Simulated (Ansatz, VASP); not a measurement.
# Two plane-wave programs on Au

INCAR

```
ALGO = Fast ; EDIFF = 1E-6
ENCUT = 520 ; GGA = PS
ISIF = 2 ; ISMEAR = 0
LASPH = True ; LCHARG = False
LREAL = False ; LWAVE = False
NBANDS = 12 ; NELM = 100
PREC = Accurate ; SIGMA = 0.15
```

Contents of KPOINTS:

```
k-points
0
Gamma
  28 28 28
```

Contents of POSCAR:

```
Au
1.0
    0.0000000000      2.0994836978      1.9315250020
    2.0994836978      0.0000000000      1.9315250020
    2.0994836978      2.0994836978      0.0000000000
Au
1
Direct
    0.0000000000      0.0000000000      0.0000000000
```

Input for Ansatz:

```yaml
crystal:
  lattice:
    - [0.0, 2.0994836978, 1.931525002]
    - [2.0994836978, 0.0, 1.931525002]
    - [2.0994836978, 2.0994836978, 0.0]
  atoms:
    - { symbol: Au, position: [0.0, 0.0, 0.0] }
basis:
  ecutwfc: 420
kpoints:
  mp_grid: { grid: [28, 28, 28] }
hamiltonian:
  xc: pbesol
scf:
  occupations: { method: gaussian, width: 0.15 }
output:
  forces: true
  stress: true
  eigenvalues: true
```

Alike in both runs: task single point; functional PBEsol; k mesh 28 × 28 × 28; occupations gaussian, width 0.15 eV; no spin polarisation.

```csv
,VASP,Ansatz
version,VASP 6.6.1,Ansatz 0.2.0
potentials or method,"VASP PAW PBE potentials, release 64 (Au), cutoff 520 eV","scalar-relativistic, plane waves, PAW"
valence electrons in the cell,11,19
```

|  | VASP | Ansatz | Ansatz less VASP |
| --- | --- | --- | --- |
| gap on the k mesh at the Fermi level (eV) | none | none | - |
| pressure (GPa) | -0.2 | 0.0 | +0.23 |
| traceless stress, the component that is largest in VASP (GPa) | 0.77 | 0.76 | -0.013 |

VASP's potentials were made for PBE, not for PBEsol. A gap of «none» marks a metal or a gap that the smearing closes. VASP's potentials hold 11 valence electrons a cell and Ansatz's 19, so a difference there can come from the potentials and not from the codes.

Spin-orbit coupling is off throughout.
